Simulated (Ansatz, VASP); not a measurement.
# MgI2: VASP beside Ansatz

Contents of INCAR:

```
PREC = Accurate ; ENCUT = 520
EDIFF = 1E-6 ; ISMEAR = -1
SIGMA = 0.02 ; LREAL = F
LASPH = T ; NELM = 100
ALGO = Normal ; ISIF = 2
LWAVE = F ; LCHARG = F
GGA = PE ; NBANDS = 15
```

KPOINTS

```
regular mesh
0
Gamma
  12 12 4
```

POSCAR

```
MgI2
1.0
    4.3929270632      0.0000000000      0.0000000000
   -2.1964635316      3.6002521375      0.0000000000
    0.0000000000      0.0000000000      6.8733251562
Mg I
1 2
Direct
    0.0000000000      0.0000000000      0.0000000000
    0.3327795647      0.6655591294      0.2378096679
    0.6672204353      0.3344408706      0.7621903321
```

Input for Ansatz:

```yaml
crystal:
  lattice:
    - [4.3929270632, 0.0, 0.0]
    - [-2.1964635316, 3.6002521375, 0.0]
    - [0.0, 0.0, 6.8733251562]
  atoms:
    - { symbol: Mg, position: [0.0, 0.0, 0.0] }
    - { symbol: I, position: [0.3327795647, 0.6655591294, 0.2378096679] }
    - { symbol: I, position: [0.6672204353, 0.3344408706, 0.7621903321] }
kpoints:
  mp_grid: { grid: [12, 12, 4] }
  band_path:
    path:
      - [0.0, 0.0, 0.0]
      - [0.5, 0.0, 0.0]
      - [0.3333333333, 0.3333333333, 0.0]
      - [0.0, 0.0, 0.5]
      - [0.5, 0.0, 0.5]
      - [0.3333333333, 0.3333333333, 0.5]
      - [0.0, 0.46875, 0.260417]
    npoints: 1
hamiltonian:
  xc: pbe
scf:
  occupations: { method: fermi_dirac, width: 0.02 }
  n_extra_bands: 4
output:
  forces: true
  stress: true
  eigenvalues: true
  write_density: true
  write_potential: true
  elf: true
  volumetric_format: npy
```

Change from the starting cell: uniaxial_x strain +5.7%.

Alike in both runs: task single point; functional PBE; k mesh 12 × 12 × 4; occupations fermi-dirac, width 0.02 eV; no spin polarisation.

```csv
,VASP,Ansatz
version,VASP 6.6.1,Ansatz 0.2.0
potentials or method,"VASP PAW PBE potentials, release 64 (Mg, I)","plane waves, PAW"
plane-wave cutoff (eV),520,420
valence electrons in the cell,16,44
```

|  | VASP | Ansatz | Ansatz less VASP |
| --- | --- | --- | --- |
| gap on the k mesh at the Fermi level (eV) | 3.18 | 3.20 | +0.018 |
| pressure (GPa) | -0.1 | 0.0 | +0.05 |
| traceless stress, the component that is largest in VASP (GPa) | -1.13 | -1.13 | +0.002 |
| rms of the force components (eV/Å) | 0.004 | 0.002 | -0.0020 |

Atom by atom the forces differ by 0.005 eV/Å (rms over components). VASP's potentials hold 16 valence electrons a cell and Ansatz's 44, so a difference there can come from the potentials and not from the codes.

Neither program's run includes spin-orbit coupling.
